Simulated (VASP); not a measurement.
The system is GaSb.

```
CELL_PARAMETERS angstrom
0.00000 3.11900 3.11900
3.11900 0.00000 3.11900
3.11900 3.11900 0.00000
ATOMIC_POSITIONS crystal
Sb 0.75000 0.75000 0.75000
Ga 0.00000 0.00000 0.00000
```

Base run:

- Program: VASP 6.6.1
- Functional: revPBE
- Dispersion: D3(BJ)
- Potentials or basis: VASP PAW PBE potentials, release 64 (Sb, Ga_d)
- Cutoff: 520 eV
- k mesh: 8 × 8 × 8
- Occupations: fermi-dirac, width 0.05 eV
- Spin: no spin polarisation

Its results: band gap on the k mesh zero (filled and empty bands touch); pressure -2.9 GPa.

Problem. The run is repeated on the same cell with these changes: functional from revPBE to BLYP. What comes out?

Solution. Band gap on the k mesh zero (filled and empty bands touch); pressure -2.1 GPa.

Caveats: the PAW data sets were made with another functional, which shifts forces and pressure a little; spin-orbit coupling is left out, which moves the levels of the heavy elements; pairwise dispersion overbinds metals, which lowers pressure and volume.
